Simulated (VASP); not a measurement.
# Pt (Fm-3m) in VASP: notebook

Pt is run at these levels: PBE, RPBE, PBE+D4, r2SCAN+D4; tasks: relaxation of cell and atoms.

Everything below comes from runs of VASP 6.6.1. Logs are shortened: lines on timing, memory, paths and dates and some standing lists are left out, and cuts for length are marked.

**1. The cell of the first run**

The structure is cubic, space group Fm-3m (No. 225). Conventional cell: a = 3.922 Å, b = 3.922 Å, c = 3.922 Å, α = 90.00°, β = 90.00°, γ = 90.00°. Within 3.7 Å of Pt (site symmetry m-3m) lie 12 Pt at 2.77 Å.

**2. Relaxation of cell and atoms, PBE**

INCAR reads:

```
SYSTEM = Pt
  ALGO = Normal
  EDIFF = 1E-6
  EDIFFG = -0.03
  ENCUT = 600
  GGA = PE
  IBRION = 2
  ISIF = 3
  ISMEAR = 1
  LASPH = .TRUE.
  LCHARG = .FALSE.
  LREAL = .FALSE.
  LWAVE = .FALSE.
  NELM = 60
  NSW = 80
  PREC = Accurate
  SIGMA = 0.1
```

KPOINTS reads:

```
k-points
0
G
  13 13 13
  0 0 0
```

POSCAR reads:

```
Pt
1.0
    0.0000000000      1.9609000000      1.9609000000
    1.9609000000      0.0000000000      1.9609000000
    1.9609000000      1.9609000000      0.0000000000
Pt
1
Direct
    0.0000000000      0.0000000000      0.0000000000
```

Potentials or basis: VASP PAW PBE potentials, release 64 (Pt).

Run with:

```
$ cat potpaw_PBE.64/Pt/POTCAR > POTCAR
$ mpirun -np 1 vasp_std > vasp.out
```

OUTCAR:

```text
SYSTEM = Pt
   EDIFF = 1E-6
   EDIFFG = -0.03
   ENCUT = 600
   GGA = PE
   IBRION = 2
   ISIF = 3
   ISMEAR = 1
   LASPH = .TRUE.
   LREAL = .FALSE.
   NELM = 60
   NSW = 80
   PREC = Accurate

 ion  position               nearest neighbor table
   1  0.000  0.000  0.000-

  LATTYP: Found a face centered cubic cell.
 ALAT       =     3.9218000000

  Lattice vectors:

 A1 = (   0.0000000000,   1.9609000000,   1.9609000000)
 A2 = (   1.9609000000,   0.0000000000,   1.9609000000)
 A3 = (   1.9609000000,   1.9609000000,   0.0000000000)

Analysis of symmetry for initial positions (statically):
=====================================================================
 Subroutine PRICEL returns:
 Original cell was already a primitive cell.

 Routine SETGRP: Setting up the symmetry group for a
 face centered cubic supercell.

 Subroutine GETGRP returns: Found 48 space group operations
 (whereof 48 operations were pure point group operations)
 out of a pool of 48 trial point group operations.

The static configuration has the point symmetry O_h .

Analysis of symmetry for dynamics (positions and initial velocities):
=====================================================================
 Subroutine PRICEL returns:
 Original cell was already a primitive cell.

 Routine SETGRP: Setting up the symmetry group for a
 face centered cubic supercell.

 Subroutine GETGRP returns: Found 48 space group operations
 (whereof 48 operations were pure point group operations)
 out of a pool of 48 trial point group operations.

The dynamic configuration has the point symmetry O_h .

 Subroutine INISYM returns: Found 48 space group operations
 (whereof 48 operations are pure point group operations),
 and found     1 'primitive' translations

----------------------------------------------------------------------------------------

                                     Primitive cell

  volume of cell :      15.0798

  direct lattice vectors                    reciprocal lattice vectors
     0.000000000  1.960900000  1.960900000    -0.254984956  0.254984956  0.254984956
     1.960900000  0.000000000  1.960900000     0.254984956 -0.254984956  0.254984956
     1.960900000  1.960900000  0.000000000     0.254984956  0.254984956 -0.254984956

  length of vectors
     2.773131374  2.773131374  2.773131374     0.441646899  0.441646899  0.441646899

  position of ions in fractional coordinates (direct lattice)
     0.000000000  0.000000000  0.000000000

  ion indices of the primitive-cell ions
[... 83 lines left out ...]
   TEBEG  =    0.0;   TEEND  =   0.0 temperature during run
   PSTRESS=    0.0 pullay stress
   NELECT =      10.0000    total number of electrons
   NUPDOWN=      -1.0000    fix difference up-down
   EMIN   =  10.00;   EMAX   =-10.00  energy-range for DOS
   EFERMI =   0.00;   METHOD = LEGACY
   ISMEAR =     1;   SIGMA  =   0.10  broadening in eV -4-tet -1-fermi 0-gaus
   EFERMI_NEDOS =   21; number of points for ismear=-14 and -15
   IALGO  =     38    algorithm
   IMIX   =      4    mixing-type and parameters
     AMIX     =   0.40;   BMIX     =  1.00
     AMIX_MAG =   1.60;   BMIX_MAG =  1.00
  volume/ion in A,a.u.               =      15.08       101.76
  Fermi-wavevector in a.u.,A,eV,Ry     =   1.427609  2.697791 27.729605  2.038068
  Thomas-Fermi vector in A             =   2.547760
   LORBIT       =      0    0 simple, 1 ext, 2 COOP (PROOUT), +10 PAW based schemes
   GGA     = PE    functional components
   LHFCALC =     F    Hartree Fock is set to
   AEXX    =    0.0000 exact exchange contribution
   IVDW    =     0    specifies the selected vdW correction
   LEPSILON=     F    determine dielectric tensor
   LRPA    =     F    only Hartree local field effects (RPA)
 conjugate gradient relaxation of ions
 non-spin polarized calculation
 Methfessel and Paxton  Order N= 1 SIGMA  =   0.10
  energy-cutoff  :      600.00
  volume of cell :       15.08
 maximum number of plane-waves:       531
 NGX is ok and might be reduce to    24
   NGX = 11   NGY = 11   NGZ = 11

--------------------------------------- Ionic step        1  -------------------------------------------

 number of electron      10.0000000 magnetization

 Free energy of the ion-electron system (eV)
  ---------------------------------------------------
  ext. energy  EPLUGINS =         0.00000000
  ---------------------------------------------------
  free energy    TOTEN  =        -6.07348086 eV

  energy without entropy =       -6.07238829  energy(sigma->0) =       -6.07311667

------------------------ aborting loop because EDIFF is reached ----------------------------------------

  FORCE on cell =-STRESS in cart. coord.  units (eV):
  Direction    XX          YY          ZZ          XY          YZ          ZX
  --------------------------------------------------------------------------------------
  -------------------------------------------------------------------------------------
  Total        0.8877859      0.8877859      0.8877859     -0.0000000     -0.0000000      0.0000000
  in kB       94.3240573     94.3240573     94.3240573     -0.0000000     -0.0000000      0.0000000
  external PRESSURE =      94.3240573 kB  Pullay stress =       0.0000000 kB
[... 22 lines left out ...]
--------------------------------------- Ionic step        2  -------------------------------------------

 number of electron      10.0000000 magnetization

 E-fermi :   8.9913     XC(G=0): -12.7468

 val. band max:        8.9844310944   @ k =  -0.4615   0.3077   0.0769
 cond. band min:       8.9996176030   @ k =  -0.4615   0.2308   0.0000
 fundamental gap:      0.0151865086
 Fermi energy:         8.9912649888

 k-point     1 :       0.0000    0.0000    0.0000
  band No.  band energies     occupation
      1       0.1295      2.00000
      2       5.9132      2.00000
      3       5.9132      2.00000
      4       5.9132      2.00000
      5       7.6604      2.00000
      6       7.6604      2.00000
      7      23.9064      0.00000
      8      28.1719      0.00000
      9      28.1719      0.00000
[... 310 lines left out ...]
--------------------------------------- Ionic step        3  -------------------------------------------

 number of electron      10.0000002 magnetization

 Free energy of the ion-electron system (eV)
  ---------------------------------------------------
  ext. energy  EPLUGINS =         0.00000000
  ---------------------------------------------------
  free energy    TOTEN  =        -6.08830150 eV

  energy without entropy =       -6.08715043  energy(sigma->0) =       -6.08791781

 E-fermi :  10.5845     XC(G=0): -13.2805

 val. band max:       10.5819638731   @ k =  -0.4615   0.3077   0.0769
 cond. band min:      10.6035535662   @ k =  -0.4615   0.2308   0.0000
 fundamental gap:      0.0215896931
 Fermi energy:        10.5844773326

 k-point     1 :       0.0000    0.0000    0.0000
  band No.  band energies     occupation
      1       0.7730      2.00000
      2       7.0111      2.00000
      3       7.0111      2.00000
      4       7.0111      2.00000
      5       9.0425      2.00000
      6       9.0425      2.00000
      7      25.3294      0.00000
      8      30.0965      0.00000
      9      30.0965      0.00000
[... 304 lines left out ...]
  FREE ENERGIE OF THE ION-ELECTRON SYSTEM (eV)
  ---------------------------------------------------
  free  energy   TOTEN  =        -6.0883014967 eV

  energy  without entropy=       -6.0871504267  energy(sigma->0) =       -6.08791781

 reached required accuracy - stopping structural energy minimisation
```

OSZICAR:

```text
N       E                     dE             d eps       ncg     rms          rms(c)
DAV:   1     0.416191913624E+02    0.41619E+02   -0.59947E+03  1544   0.116E+03
DAV:   2    -0.599332197339E+01   -0.47613E+02   -0.46030E+02  1585   0.200E+02
DAV:   3    -0.645470980206E+01   -0.46139E+00   -0.44846E+00  1783   0.199E+01
[... 21 lines left out ...]
DAV:   3    -0.608551937973E+01    0.41382E-01   -0.21859E-01  1562   0.385E+00    0.838E-01
DAV:   4    -0.608724636806E+01   -0.17270E-02   -0.28560E-03  1737   0.503E-01    0.401E-01
DAV:   5    -0.608826839198E+01   -0.10220E-02   -0.15148E-03  1757   0.256E-01    0.150E-02
DAV:   6    -0.608830126249E+01   -0.32871E-04   -0.22015E-05  1884   0.422E-02    0.119E-02
DAV:   7    -0.608830149672E+01   -0.23423E-06   -0.10402E-06  1247   0.834E-03
   3 F= -.60883015E+01 E0= -.60879178E+01  d E =-.148206E-01
```

CONTCAR:

```text
Pt
   1.00000000000000
    -0.0000000000000000    1.9842353741558694    1.9842353741558694
     1.9842353741558694    0.0000000000000000    1.9842353741558694
     1.9842353741558694    1.9842353741558694   -0.0000000000000000
  Pt
     1
Direct
     0.0000000000000000    0.0000000000000000    0.0000000000000000

  0.00000000E+00  0.00000000E+00  0.00000000E+00
```

Wall time 42 s (1 thread of Intel Xeon Platinum 8124M at 3.00GHz (Skylake/Cascade Lake), shared host); peak memory 0.15 GiB.

Results:

```yaml
Free_energy: -6.0883 eV
Relaxed_volume: 15.62 Å³/atom
Relaxed_cell: a = 2.806 Å, b = 2.806 Å, c = 2.806 Å, α = 60.00°, β = 60.00°, γ = 60.00°
Space_group_after_relaxing_to_0.05_Å: Fm-3m (No. 225)
Energy_gained_by_relaxing: 14.8 meV/atom
Ionic_steps: 3
Pressure_after_relaxing: -0.3 GPa
Band_gap_on_the_k_mesh: zero (band 5 reaches 10.98 eV, above the bottom of band 6 at 8.94 eV)
```

The path:
```tsv
step	energy change (eV)	largest force (eV/Å)	pressure (GPa)	volume (Å³)
1	0.0000	0.0000	9.43	15.08
2	0.0771	0.0000	-17.81	17.10
3	-0.0148	0.0000	-0.30	15.62
```

Final structure:
```
Pt
1.0
     0.00000    1.98424    1.98424
     1.98424    0.00000    1.98424
     1.98424    1.98424    0.00000
Pt
1
Direct
  0.00000 0.00000 0.00000
```

Caveat: spin-orbit coupling is left out, which moves the levels of the heavy elements. Zero-point motion and thermal expansion aren't in these numbers.

(Part 1 of 3 ends here.)
